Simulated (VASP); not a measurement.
Runs of VASP 6.6.1 on TePt. The structure is that of space group P6_3/mmc (No. 194), or close to it. The cells are those of the table. 

| cell | k mesh | gap on the mesh (eV) | pressure (GPa) |
| --- | --- | --- | --- |
| a = 4.223, b = 4.223, c = 5.652 Å, angles 90.0, 90.0, 120.0°, 4 atoms | 12 × 12 × 10 | none | (c) |
| a = 4.376, b = 4.376, c = 5.679 Å, angles 90.0, 90.0, 120.0°, 4 atoms | 12 × 12 × 8 | none | -10.4 |
| a = 4.029, b = 4.029, c = 5.358 Å, angles 90.0, 90.0, 120.0°, 4 atoms | 12 × 12 × 8 | none | 24.1 |
| a = 4.271, b = 4.271, c = 5.580 Å, angles 90.0, 90.0, 120.0°, 4 atoms | 12 × 12 × 8 | none | -3.9 |
| a = 4.223, b = 4.223, c = 5.375 Å, angles 90.0, 90.0, 120.0°, 4 atoms | 12 × 12 × 10 | none | (a) |
| a = 4.176, b = 4.176, c = 5.498 Å, angles 90.0, 90.0, 120.0°, 4 atoms | 12 × 12 × 8 | none | 4.4 |
| a = 4.128, b = 4.128, c = 5.452 Å, angles 90.0, 90.0, 120.0°, 4 atoms | 12 × 12 × 8 | none | (b) |
| a = 4.223, b = 4.223, c = 5.486 Å, angles 90.0, 90.0, 120.0°, 4 atoms | 12 × 12 × 10 | none | 1.4 |

Alike in all rows: task single point; level PBEsol; potentials or basis VASP PAW PBE potentials, release 64 (Te, Pt); no spin polarisation; cutoff (eV) 520; smearing gaussian 0.1 eV.

Fill in the values left out.

(a) 4.8; (b) 9.8; (c) -2.8.

Caveats: the PAW data sets were made with another functional, which shifts forces and pressure a little; spin-orbit coupling is left out, which moves the levels of the heavy elements.

A k mesh can miss the band edges, and the runs leave out spin-orbit coupling on Pt, Te.

A gap of «none» marks levels without a gap at the run's occupations.
